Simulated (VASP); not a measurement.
Crystal: CdPt.

```
Cd Pt
1.0
     3.00037    0.00000    0.00000
     0.00000    3.00037    0.00000
     0.00000    0.00000    3.88881
Cd Pt
1 1
Direct
  0.00000 0.00000 0.00000
  0.50000 0.50000 0.50000
```

| Property | Result |
| --- | --- |
| Program | VASP 6.6.1 |
| Task | relaxation of cell and atoms |
| Functional | LDA |
| Potentials or basis | VASP PAW LDA potentials, release 64 (Cd_sv_GW, Pt_sv_GW) |
| Cutoff | 540 eV |
| k mesh | 14 × 14 × 12 |
| Occupations | gaussian, width 0.1 eV |
| Spin | no spin polarisation |

At the start: pressure -13.7 GPa; volume 17.50 Å³/atom.

Problem. Where does the relaxation end?

Solution. Over 7 steps the energy falls by 65.9 meV/atom and the volume is 16.09 Å³/atom (-8.1 %); space group P4/mmm (No. 123, to 0.1 Å) before and after.

Step by step:
| step | energy change (eV) | largest force (eV/Å) | pressure (GPa) | volume (Å³) |
| --- | --- | --- | --- | --- |
| 1 | 0.0000 | 0.0000 | -13.71 | 35.01 |
| 2 | 0.3326 | 0.0000 | 40.50 | 27.95 |
| 3 | -0.1315 | 0.0000 | -0.70 | 32.29 |
| 4 | -0.1317 | 0.0000 | -0.14 | 32.20 |
| 5 | -0.1317 | 0.0000 | 0.21 | 32.15 |
| 6 | -0.1317 | 0.0000 | -0.33 | 32.23 |
| 7 | -0.1317 | 0.0000 | -0.01 | 32.18 |

Final structure:
```xyz
2
Lattice="2.9176 0.0000 0.0000 0.0000 2.9176 0.0000 0.0000 0.0000 3.7809" Properties=species:S:1:pos:R:3 pbc="T T T"
Cd    0.0000    0.0000    0.0000
Pt    1.4588    1.4588    1.8904
```
